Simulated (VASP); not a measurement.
The system is Ca4Dy.

```
Ca Dy
1.0
     5.04505    0.00000    0.00000
     0.00000    5.04505    0.00000
     0.00000    0.00000    7.67528
Ca Dy
4 1
Direct
  0.00000 0.50000 0.50000
  0.50000 0.00000 0.50000
  0.00000 0.00000 0.20081
  0.00000 0.00000 0.79919
  0.50000 0.50000 0.00000
```

The cell was built from a structure type or drawn by symmetry, and may not be a known phase.

| Item | Value |
| --- | --- |
| Program | VASP 6.6.1 |
| Task | relaxation of cell and atoms |
| Functional | PBE |
| Potentials or basis | VASP PAW PBE potentials, release 64 (Ca_sv, Dy_3), 4f in core |
| Cutoff | 500 eV |
| k mesh | 4 × 4 × 2 |
| Occupations | gaussian, width 0.1 eV |
| Spin | no spin polarisation |

At the start: pressure 1.3 GPa; volume 39.07 Å³/atom.

How do energy, volume and symmetry change on relaxing?

Over 12 steps the energy falls by 74.7 meV/atom and the volume is 40.84 Å³/atom (+4.5 %); space group P4/mmm (No. 123, to 0.1 Å) before and after.

Step by step:
| step | energy change (eV) | largest force (eV/Å) | pressure (GPa) | volume (Å³) |
| --- | --- | --- | --- | --- |
| 1 | 0.0000 | 0.0551 | 1.26 | 195.36 |
| 2 | -0.1204 | 0.1440 | 0.35 | 204.06 |
| 3 | -0.1815 | 0.2343 | -0.68 | 216.17 |
| 4 | -0.2490 | 0.2361 | -0.50 | 212.51 |
| 5 | -0.3490 | 0.1906 | 0.06 | 203.20 |
| 6 | -0.0355 | 0.2661 | 2.82 | 182.33 |
| 7 | -0.3606 | 0.1471 | 0.25 | 200.78 |
| 8 | -0.3617 | 0.1177 | 0.48 | 198.43 |
| 9 | -0.3623 | 0.1267 | 0.42 | 199.07 |
| 10 | -0.3723 | 0.0486 | 0.06 | 203.62 |
| 11 | -0.3723 | 0.0513 | 0.07 | 203.45 |
| 12 | -0.3735 | 0.0335 | 0.00 | 204.21 |

Final structure:
```
CELL_PARAMETERS angstrom
4.69038 0.00000 0.00000
0.00000 4.69038 0.00000
0.00000 0.00000 9.28223
ATOMIC_POSITIONS crystal
Ca 0.00000 0.50000 0.50000
Ca 0.50000 0.00000 0.50000
Ca 0.00000 0.00000 0.18893
Ca 0.00000 0.00000 0.81107
Dy 0.50000 0.50000 0.00000
```

Caveat: the k points lie up to 0.34 Å⁻¹ apart in the final cell, too coarse for converged energies and pressures of a metal; a cell axis changed by over 15 % at a fixed basis, so the end point is rough.
